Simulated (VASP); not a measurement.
The system is Rh.

```
CELL_PARAMETERS angstrom
0.00000 1.89785 1.89785
1.89785 0.00000 1.89785
1.89785 1.89785 0.00000
ATOMIC_POSITIONS crystal
Rh 0.00000 0.00000 0.00000
```

| Quantity | Value |
| --- | --- |
| Program | VASP 6.6.1 |
| Task | relaxation of cell and atoms |
| Functional | RPBE |
| Dispersion | D4 |
| Potentials or basis | VASP PAW PBE potentials, release 64 (Rh_pv) |
| Cutoff | 600 eV |
| k mesh | 12 × 12 × 12 |
| Occupations | fermi-dirac, width 0.05 eV |
| Spin | no spin polarisation |

At the start: pressure -5.7 GPa; volume 13.67 Å³/atom.

Task: How do energy, volume and symmetry change on relaxing?

Result: Over 4 steps the energy falls by 5.2 meV/atom and the volume is 13.39 Å³/atom (-2.1 %); space group Fm-3m (No. 225, to 0.1 Å) before and after.

The path:
```tsv
step	energy change (eV)	largest force (eV/Å)	pressure (GPa)	volume (Å³)
1	0.0000	0.0000	-5.73	13.67
2	0.0285	0.0000	17.21	12.73
3	-0.0052	0.0000	-0.16	13.40
4	-0.0052	0.0000	0.06	13.39
```

Final structure:
```
Rh
1.0
     0.00000    1.88468    1.88468
     1.88468    0.00000    1.88468
     1.88468    1.88468    0.00000
Rh
1
Direct
  0.00000 0.00000 0.00000
```

Caveat: the PAW data sets were made with another functional, which shifts forces and pressure a little.
